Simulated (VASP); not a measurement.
Set up this calculation in VASP 6.6.1, as the native input.

- Task: single point
- Functional: LDA
- Potentials or basis: VASP PAW LDA potentials, release 64 (W_sv, S)
- Cutoff: 520 eV
- k mesh: 13 × 13 × 13
- Occupations: fermi-dirac, width 0.08 eV
- Spin: no spin polarisation
- Dipole correction: no
- Further INCAR settings: ALGO = Normal; EDIFF = 1e-07; NBANDS = 20

The structure of WS2 lies in POSCAR:

```
WS2
1.0
    1.5790003843      0.9116362969      6.0400634000
   -1.5790003843      0.9116362969      6.0400634000
    0.0000000000     -1.8232725938      6.0400634000
W S
1 2
Direct
    0.0000000000      0.0000000000      0.0000000000
    0.7503000000      0.7503000000      0.7503000000
    0.5810000000      0.5810000000      0.5810000000
```

This cell differs from its parent crystal: zz strain of -2 %.

The input as run:

INCAR

```
ALGO = Normal
EDIFF = 1E-7
ENCUT = 520
GGA = CA
ISIF = 2
ISMEAR = -1
LASPH = True
LCHARG = True
LELF = True
LREAL = False
LVHAR = True
LWAVE = False
NBANDS = 20
NELM = 100
PREC = Accurate
SIGMA = 0.08
```

KPOINTS

```
k-points
0
Gamma
  13 13 13
```

Potentials or basis: VASP PAW LDA potentials, release 64 (W_sv, S).

Run with:

```bash
$ cat potpaw_LDA.64/W_sv/POTCAR potpaw_LDA.64/S/POTCAR > POTCAR
$ mpirun -np 1 vasp_std > vasp.out
```

Results of the run:

```yaml
Pressure: 0.4 GPa
Largest_force: 0.709 eV/Å
Band_gap_on_the_k_mesh: 0.93 eV (least direct gap 2.03 eV)
```

Caveat: the cell differs from its parent crystal (zz strain of -2 %); spin-orbit coupling is left out, which moves the levels of the heavy elements.

It took 4.3 min on 1 thread of Intel(R) Xeon(R) 6975P-C (Granite Rapids) (shared host), peak memory 0.42 GiB.
